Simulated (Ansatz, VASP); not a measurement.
## HfC: VASP beside Ansatz

INCAR

```
PREC = Accurate
ENCUT = 600
EDIFF = 1E-6
ISMEAR = 0
SIGMA = 0.05
LREAL = False
LASPH = True
NELM = 120
ALGO = Normal
ISIF = 2
LWAVE = False
LCHARG = False
GGA = CA
NBANDS = 14
GGA_COMPAT = False
```

File KPOINTS:

```
regular mesh
0
Gamma
  6 6 6
```

The input POSCAR:

```
HfC
1.0
    0.0000000000      2.2863928633      2.2863928633
    2.2863928633      0.0000000000      2.2863928633
    2.2863928633      2.2863928633      0.0000000000
Hf C
1 1
Direct
    0.0000000000      0.0000000000      0.0000000000
    0.5000000000      0.5000000000      0.5000000000
```

Input for Ansatz:

```yaml
crystal:
  lattice:
    - [0.0, 2.2863928636, 2.2863928636]
    - [2.2863928636, 0.0, 2.2863928636]
    - [2.2863928636, 2.2863928636, 0.0]
  atoms:
    - { symbol: Hf, position: [0.0, 0.0, 0.0] }
    - { symbol: C, position: [0.5, 0.5, 0.5] }
basis:
  ecutwfc: 420
kpoints:
  mp_grid: { grid: [6, 6, 6] }
hamiltonian:
  xc: lda
scf:
  occupations: { method: gaussian, width: 0.05 }
output:
  forces: true
  stress: true
  eigenvalues: true
```

Alike in both runs: task single point; functional LDA; k mesh 6 × 6 × 6; occupations gaussian, width 0.05 eV; no spin polarisation.

```csv
,VASP,Ansatz
version,VASP 6.6.1,Ansatz 0.2.0
potentials or method,"VASP PAW LDA potentials, release 64 (Hf_pv, C), cutoff 600 eV","scalar-relativistic, plane waves, PAW"
valence electrons in the cell,14,30
```

Ansatz gave:

- gap on the k mesh at the Fermi level (eV): none
- pressure (GPa): 0.1

Task: What did VASP give for the same quantities?

Result: gap on the k mesh at the Fermi level (eV): none; pressure (GPa): 0.6.

LDA's correlation is that of Perdew and Zunger in VASP and of Perdew and Wang (1992) in Ansatz. A gap of «none» marks a metal or a gap that the smearing closes. VASP's potentials hold 14 valence electrons a cell and Ansatz's 30, so a difference there can come from the potentials and not from the codes.

The k mesh is coarse, so the values compare programs but aren't converged. Spin-orbit coupling is off throughout.
